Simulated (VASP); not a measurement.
# Ta (Fm-3m) in VASP: notebook

The runs below take Ta through single point, relaxation of cell and atoms, with PBEsol.

All numbers are computed with VASP 6.6.1; they aren't measurements. Logs are shortened: lines on timing, memory, paths and dates and some standing lists are left out, and cuts for length are marked.

## (1) The cell of the first run

The structure is cubic, space group Fm-3m (No. 225). The conventional cell has a = 3.907 Å, b = 3.907 Å, c = 3.907 Å, α = 90.00°, β = 90.00°, γ = 90.00°. Ta (site symmetry m-3m) has 12 Ta at 2.76 Å within 3.6 Å.

## (2) Single point, PBEsol

INCAR

```
ALGO     = Normal         # electronic algorithm
EDIFF    = 1E-7           # SCF threshold, eV
ENCUT    = 520            # plane-wave cutoff, eV
GGA      = PS             # functional
ISIF     = 2              # what is computed and relaxed
ISMEAR   = -1             # smearing method
LASPH    = T              # aspherical terms in the spheres
LCHARG   = F              # write CHGCAR
LREAL    = F              # projectors in reciprocal space
LWAVE    = F              # write WAVECAR
NBANDS   = 12             # bands
NELM     = 60             # most SCF steps
PREC     = Accurate       # precision mode
SIGMA    = 0.08           # smearing width, eV
```

KPOINTS

```
k-points
0
Gamma
  17 17 17
```

POSCAR

```
Ta
1.0
    0.0000000000      1.9536935156      1.9536935156
    1.9536935156      0.0000000000      1.9536935156
    1.9536935156      1.9536935156      0.0000000000
Ta
1
Direct
    0.0000000000      0.0000000000      0.0000000000
```

Potentials or basis: VASP PAW PBE potentials, release 64 (Ta_pv).

Run with:

```sh
cat potpaw_PBE.64/Ta_pv/POTCAR > POTCAR
mpirun -np 1 vasp_std > vasp.out
```

OUTCAR:

```text
EDIFF = 1E-7
   ENCUT = 520
   GGA = PS
   ISIF = 2
   ISMEAR = -1
   LASPH = T
   LREAL = F
   NELM = 60
   PREC = Accurate

 ion  position               nearest neighbor table
   1  0.000  0.000  0.000-

  LATTYP: Found a face centered cubic cell.
 ALAT       =     3.9073870312

  Lattice vectors:

 A1 = (   0.0000000000,   1.9536935156,   1.9536935156)
 A2 = (   1.9536935156,   0.0000000000,   1.9536935156)
 A3 = (   1.9536935156,   1.9536935156,   0.0000000000)

Analysis of symmetry for initial positions (statically):
=====================================================================
 Subroutine PRICEL returns:
 Original cell was already a primitive cell.

 Routine SETGRP: Setting up the symmetry group for a
 face centered cubic supercell.

 Subroutine GETGRP returns: Found 48 space group operations
 (whereof 48 operations were pure point group operations)
 out of a pool of 48 trial point group operations.

The static configuration has the point symmetry O_h .

Analysis of symmetry for dynamics (positions and initial velocities):
=====================================================================
 Subroutine PRICEL returns:
 Original cell was already a primitive cell.

 Routine SETGRP: Setting up the symmetry group for a
 face centered cubic supercell.

 Subroutine GETGRP returns: Found 48 space group operations
 (whereof 48 operations were pure point group operations)
 out of a pool of 48 trial point group operations.

The dynamic configuration has the point symmetry O_h .

 Subroutine INISYM returns: Found 48 space group operations
 (whereof 48 operations are pure point group operations),
 and found     1 'primitive' translations

----------------------------------------------------------------------------------------

                                     Primitive cell

  volume of cell :      14.9142

  direct lattice vectors                    reciprocal lattice vectors
     0.000000000  1.953693516  1.953693516    -0.255925505  0.255925505  0.255925505
     1.953693516  0.000000000  1.953693516     0.255925505 -0.255925505  0.255925505
     1.953693516  1.953693516  0.000000000     0.255925505  0.255925505 -0.255925505

  length of vectors
     2.762939866  2.762939866  2.762939866     0.443275978  0.443275978  0.443275978

  position of ions in fractional coordinates (direct lattice)
     0.000000000  0.000000000  0.000000000

  ion indices of the primitive-cell ions
   primitive index   ion index
                 1           1

----------------------------------------------------------------------------------------

 KPOINTS: k-points

Automatic generation of k-mesh.
 Grid dimensions read from file:
 generate k-points for:   17   17   17

 Generating k-lattice:

  Cartesian coordinates                     Fractional coordinates (reciprocal lattice)
    -0.015054441  0.015054441  0.015054441     0.058823529  0.000000000  0.000000000
     0.015054441 -0.015054441  0.015054441     0.000000000  0.058823529  0.000000000
     0.015054441  0.015054441 -0.015054441     0.000000000  0.000000000  0.058823529

  Length of vectors
     0.026075058  0.026075058  0.026075058

  Shift w.r.t. Gamma in fractional coordinates (k-lattice)
     0.000000000  0.000000000  0.000000000

 Subroutine IBZKPT returns following result:
 ===========================================

 Found    165 irreducible k-points:

 Following reciprocal coordinates:
            Coordinates               Weight
  0.000000  0.000000  0.000000      1.000000
  0.058824  0.000000  0.000000      8.000000
  0.117647  0.000000  0.000000      8.000000
  0.176471  0.000000  0.000000      8.000000
  0.235294  0.000000  0.000000      8.000000
  0.294118  0.000000  0.000000      8.000000
[... 16 lines left out ...]
 -0.176471  0.058824  0.000000     24.000000
 -0.117647  0.058824  0.000000     24.000000
 [... further k-points ...]
   k-points           NKPTS =    165   k-points in BZ     NKDIM =    165   number of bands    NBANDS=     12
   number of dos      NEDOS =    301   number of ions     NIONS =      1
   total plane-waves  NPLWV =  13824
   dimension x,y,z NGX =    24 NGY =   24 NGZ =   24
   dimension x,y,z NGXF=    48 NGYF=   48 NGZF=   48
   ions per type =               1
   NGX,Y,Z   is equivalent  to a cutoff of  14.44, 14.44, 14.44 a.u.
   NGXF,Y,Z  is equivalent  to a cutoff of  28.88, 28.88, 28.88 a.u.
 SYSTEM =  unknown system
   PREC   = accura    normal or accurate (medium, high low for compatibility)
   ISTART =      0    job   : 0-new  1-cont  2-samecut
   ICHARG =      2    charge: 1-file 2-atom 10-const
   ISPIN  =      1    spin polarized calculation?
   LNONCOLLINEAR =      F non collinear calculations
   LSORBIT =      F    spin-orbit coupling
   LASPH  =      T    aspherical Exc in radial PAW
   ENCUT  =  520.0 eV  38.22 Ry    6.18 a.u.   5.14  5.14  5.14*2*pi/ulx,y,z
   NELM   =     60;   NELMIN=  2; NELMDL= -5     # of ELM steps
   EDIFF  = 0.1E-06   stopping-criterion for ELM
   LREAL  =      F    real-space projection
   EDIFFG = 0.1E-05   stopping-criterion for IOM
   NSW    =      0    number of steps for IOM
   IBRION =     -1    ionic relax: 0-MD 1-quasi-New 2-CG
   NFREE  =      0    steps in history (QN), initial steepest desc. (CG)
   ISIF   =      2    stress and relaxation
   ISYM   =      2    0-nonsym 1-usesym 2-fastsym
   POTIM  = 0.5000    time-step for ionic-motion
   TEBEG  =    0.0;   TEEND  =   0.0 temperature during run
   PSTRESS=    0.0 pullay stress
   NELECT =      11.0000    total number of electrons
   NUPDOWN=      -1.0000    fix difference up-down
   EMIN   =  10.00;   EMAX   =-10.00  energy-range for DOS
   EFERMI =   0.00;   METHOD = LEGACY
   ISMEAR =    -1;   SIGMA  =   0.08  broadening in eV -4-tet -1-fermi 0-gaus
   EFERMI_NEDOS =   21; number of points for ismear=-14 and -15
   IALGO  =     38    algorithm
   IMIX   =      4    mixing-type and parameters
     AMIX     =   0.40;   BMIX     =  1.00
     AMIX_MAG =   1.60;   BMIX_MAG =  1.00
  volume/ion in A,a.u.               =      14.91       100.65
  Fermi-wavevector in a.u.,A,eV,Ry     =   1.479129  2.795148 29.767121  2.187822
  Thomas-Fermi vector in A             =   2.593325
   LORBIT       =      0    0 simple, 1 ext, 2 COOP (PROOUT), +10 PAW based schemes
   GGA     = PS    functional components
   LHFCALC =     F    Hartree Fock is set to
   AEXX    =    0.0000 exact exchange contribution
   IVDW    =     0    specifies the selected vdW correction
   LEPSILON=     F    determine dielectric tensor
   LRPA    =     F    only Hartree local field effects (RPA)
 non-spin polarized calculation
  energy-cutoff  :      520.00
  volume of cell :       14.91
 maximum number of plane-waves:       415
 NGX is ok and might be reduce to    24
   NGX = 11   NGY = 11   NGZ = 11

 number of electron      11.0000000 magnetization

 Free energy of the ion-electron system (eV)
  ---------------------------------------------------
  ext. energy  EPLUGINS =         0.00000000
  ---------------------------------------------------
  free energy    TOTEN  =       -11.77908929 eV

  energy without entropy =      -11.75720936  energy(sigma->0) =      -11.76814933

 E-fermi :   7.4527     XC(G=0): -13.7273

 val. band max:        7.4119754142   @ k =  -0.4706   0.2353   0.0000
 cond. band min:       7.4547363870   @ k =  -0.1765   0.1765   0.0588
 fundamental gap:      0.0427609728
 Fermi energy:         7.4527234605

 k-point     1 :       0.0000    0.0000    0.0000
  band No.  band energies     occupation
      1     -25.2977      2.00000
      2     -25.2977      2.00000
      3     -25.2977      2.00000
      4      -1.6419      2.00000
      5       7.6732      0.11945
      6       7.6732      0.11945
      7       7.6732      0.11945
      8      11.7442      0.00000
      9      11.7442      0.00000
     10      20.5812      0.00000
     11      22.2251      0.00000
     12      26.5880      0.00000

 k-point     2 :       0.0588    0.0000    0.0000
  band No.  band energies     occupation
      1     -25.3802      2.00000
      2     -25.3073      2.00000
      3     -25.3073      2.00000
      4      -1.4528      2.00000
      5       7.5109      0.65153
      6       7.7625      0.04078
      7       7.7625      0.04078
      8      11.6410      0.00000
      9      11.6410      0.00000
     10      20.9721      0.00000
     11      22.2246      0.00000
     12      25.7232      0.00000

 k-point     3 :       0.1176    0.0000    0.0000
  band No.  band energies     occupation
      1     -25.6118      2.00000
      2     -25.3345      2.00000
      3     -25.3345      2.00000
      4      -0.9176      2.00000
      5       7.1127      1.97188
      6       7.9898      0.00243
      7       7.9898      0.00243
      8      11.4158      0.00000
      9      11.4158      0.00000
     10      21.9609      0.00000
     11      22.2237      0.00000
     12      24.3873      0.00000
[... 286 lines left out ...]
 k-point    23 :      -0.1765    0.0588    0.0000
  band No.  band energies     occupation
      1     -26.0952      2.00000
      2     -25.4664      2.00000
      3     -25.3684      2.00000
      4       0.2998      2.00000
      5       6.4338      1.99999
      6       8.2472      0.00010
      7       8.3804      0.00002
      8      10.6901      0.00000
      9      11.9727      0.00000
     10      22.1676      0.00000
     11      22.3308      0.00000
     12      24.9835      0.00000

 k-point    24 :      -0.1176    0.0588    0.0000
  band No.  band energies     occupation
      1     -25.7491      2.00000
      2     -25.4081      2.00000
      3     -25.3309      2.00000
      4      -0.5232      2.00000
      5       6.8130      1.99933
      6       8.1547      0.00031
      7       8.1705      0.00025
      8      10.8568      0.00000
      9      11.7398      0.00000
     10      22.2209      0.00000
     11      22.6312      0.00000
     12      24.1022      0.00000

 [... further k-points ...]

------------------------ aborting loop because EDIFF is reached ----------------------------------------

  FORCE on cell =-STRESS in cart. coord.  units (eV):
  Direction    XX          YY          ZZ          XY          YZ          ZX
  --------------------------------------------------------------------------------------
  -------------------------------------------------------------------------------------
  Total        5.4704753      5.4704753      5.4704753      0.0000000     -0.0000000      0.0000000
  in kB      587.6738147    587.6738147    587.6738147      0.0000000     -0.0000000      0.0000000
  external PRESSURE =     587.6738147 kB  Pullay stress =       0.0000000 kB

 VOLUME and BASIS-vectors are now :
 -----------------------------------------------------------------------------
  energy-cutoff  :      520.00
  volume of cell :       14.91
      direct lattice vectors                 reciprocal lattice vectors
     0.000000000  1.953693516  1.953693516    -0.255925505  0.255925505  0.255925505
     1.953693516  0.000000000  1.953693516     0.255925505 -0.255925505  0.255925505
     1.953693516  1.953693516  0.000000000     0.255925505  0.255925505 -0.255925505

 POSITION                                       TOTAL-FORCE (eV/Angst)
 -----------------------------------------------------------------------------------
      0.00000      0.00000      0.00000         0.000000     -0.000000      0.000000
 -----------------------------------------------------------------------------------
    total drift:                                0.000000      0.000000     -0.000000

  FREE ENERGIE OF THE ION-ELECTRON SYSTEM (eV)
  ---------------------------------------------------
  free  energy   TOTEN  =       -11.7790892936 eV

  energy  without entropy=      -11.7572093630  energy(sigma->0) =      -11.76814933
```

Wall time 11 s (1 thread of Intel Xeon 6975P-C (Granite Rapids), shared host); peak memory 0.16 GiB.

Results:

* Free energy: -11.7791 eV
* Pressure: 58.8 GPa

Levels at points of the mesh, in eV from the Fermi level:
```csv
k point,band 3,band 4,band 5,band 6,band 7,band 8
"(0.00, 0.00, 0.00)",-32.75,-9.09,0.22,0.22,0.22,4.29
```

Caveat: the PAW data sets were made with another functional, which shifts forces and pressure a little; spin-orbit coupling is left out, which moves the levels of the heavy elements.

## (3) Single point, PBEsol

INCAR

```
PREC = Accurate
ENCUT = 520
EDIFF = 1E-6
ISMEAR = -1
SIGMA = 0.08
LREAL = False
LASPH = True
NELM = 100
ALGO = Normal
ISIF = 2
LWAVE = False
LCHARG = False
GGA = PS
NBANDS = 12
```

KPOINTS

```
regular mesh
0
Gamma
  17 17 17
```

POSCAR

```
Ta
1.0
    0.0000000000      1.9524560731      1.9524560731
    1.9524560731      0.0000000000      1.9524560731
    1.9524560731      1.9524560731      0.0000000000
Ta
1
Direct
    0.0000000000      0.0000000000      0.0000000000
```

Potentials or basis: VASP PAW PBE potentials, release 64 (Ta_pv).

Run with:

```sh
cat potpaw_PBE.64/Ta_pv/POTCAR > POTCAR
mpirun -np 1 vasp_std > vasp.out
```

Run time: 12 s. Hardware: 1 thread of Intel Xeon 6975P-C (Granite Rapids), shared host; peak memory 0.15 GiB.

The run converged. Its results:

| Item | Value |
| --- | --- |
| Free energy | -11.7686 eV |
| Pressure | 59.5 GPa |

Levels at points of the mesh, in eV from the Fermi level:
```csv
k point,band 3,band 4,band 5,band 6,band 7,band 8
"(0.00, 0.00, 0.00)",-32.74,-9.10,0.22,0.22,0.22,4.30
```

Caveat: the PAW data sets were made with another functional, which shifts forces and pressure a little; spin-orbit coupling is left out, which moves the levels of the heavy elements.

## (4) Single point, PBEsol

This run uses another cell than the first one, of 18.21 Å³/atom, 1.221 times its volume.

INCAR

```
ALGO = Normal
EDIFF = 1E-7
ENCUT = 520
GGA = PS
ISIF = 2
ISMEAR = -1
LASPH = T
LCHARG = T
LELF = T
LREAL = F
LVHAR = T
LWAVE = F
NBANDS = 12
NELM = 80
PREC = Accurate
SIGMA = 0.08
```

KPOINTS

```
k-points
0
Gamma
  17 17 17
```

POSCAR

```
Ta
1.0
    0.0000000000      2.0882695347      2.0882695347
    2.0882695347      0.0000000000      2.0882695347
    2.0882695347      2.0882695347      0.0000000000
Ta
1
Direct
    0.0000000000      0.0000000000      0.0000000000
```

Run with:

```sh
cat potpaw_PBE.64/Ta_pv/POTCAR > POTCAR
mpirun -np 1 vasp_std > vasp.out
```

It took 11 s on 1 thread of Intel Xeon 6975P-C (Granite Rapids), shared host; peak memory 0.16 GiB.

Results (log left out):

| Quantity | Value |
| --- | --- |
| Free energy | -12.3000 eV |
| Pressure | 0.1 GPa |

Levels at points of the mesh, in eV from the Fermi level:
| k point | band 3 | band 4 | band 5 | band 6 | band 7 | band 8 |
| --- | --- | --- | --- | --- | --- | --- |
| (0.00, 0.00, 0.00) | -33.47 | -8.28 | 0.42 | 0.42 | 0.42 | 3.53 |

Caveat: the PAW data sets were made with another functional, which shifts forces and pressure a little; spin-orbit coupling is left out, which moves the levels of the heavy elements.

## (5) Relaxation of cell and atoms, PBEsol, target pressure 58 GPa, at which the enthalpy is minimised

INCAR

```
PREC = Accurate ; ENCUT = 600
EDIFF = 1E-7 ; ISMEAR = -1
SIGMA = 0.08 ; LREAL = F
LASPH = T ; NELM = 80
ALGO = Normal ; ISIF = 3
LWAVE = F ; LCHARG = F
GGA = PS ; IBRION = 2
NSW = 60 ; EDIFFG = -0.005
PSTRESS = 580.0
```

KPOINTS

```
regular mesh
0
Gamma
  17 17 17
```

POSCAR

```
Ta
1.0
    0.0000000000      1.9530093415      1.9530093415
    1.9530093415      0.0000000000      1.9530093415
    1.9530093415      1.9530093415      0.0000000000
Ta
1
Direct
    0.0000000000      0.0000000000      0.0000000000
```

Run with:

```sh
cat potpaw_PBE.64/Ta_pv/POTCAR > POTCAR
mpirun -np 1 vasp_std > vasp.out
```

Run time: 20 s. Hardware: 1 thread of Intel Xeon 6975P-C (Granite Rapids), shared host; peak memory 0.17 GiB.

Results (log left out):

```
Free energy                                            : -11.7902 eV
Relaxed volume                                         : 14.94 Å³/atom
Relaxed cell                                           : a = 2.765 Å, b = 2.765 Å, c = 2.765 Å, α = 60.00°, β = 60.00°, γ = 60.00°
Space group after relaxing (to 0.05 Å)                 : Fm-3m (No. 225)
Energy change on relaxing (the enthalpy is what falls) : -16.7 meV/atom
Ionic steps                                            : 3
Pressure after relaxing                                : 58.0 GPa
```

Step by step:
```tsv
step	energy change (eV)	largest force (eV/Å)	pressure (GPa)	volume (Å³)
1	0.0000	0.0000	59.21	14.90
2	-0.0853	0.0000	52.88	15.14
3	-0.0167	0.0000	58.00	14.94
```

Final structure:
```cif
data_structure
_symmetry_space_group_name_H-M 'P 1'
_symmetry_Int_Tables_number 1
_cell_length_a 2.7648
_cell_length_b 2.7648
_cell_length_c 2.7648
_cell_angle_alpha 60.000
_cell_angle_beta 60.000
_cell_angle_gamma 60.000
_cell_volume 14.94
loop_
_atom_site_label
_atom_site_type_symbol
_atom_site_fract_x
_atom_site_fract_y
_atom_site_fract_z
_atom_site_occupancy
Ta1 Ta 0.00000 0.00000 0.00000 1
```

Levels at points of the mesh, in eV from the Fermi level:
```tsv
k point	band 1	band 2	band 3	band 4	band 5	band 6	band 7	band 8	band 9
(0.00, 0.00, 0.00)	-32.76	-32.76	-32.76	-9.09	0.22	0.22	0.22	4.28	4.28
```

Caveat: the cell is relaxed towards a set pressure, so the enthalpy falls and the energy may rise; the PAW data sets were made with another functional, which shifts forces and pressure a little; spin-orbit coupling is left out, which moves the levels of the heavy elements.

[end of part 1 of 2]
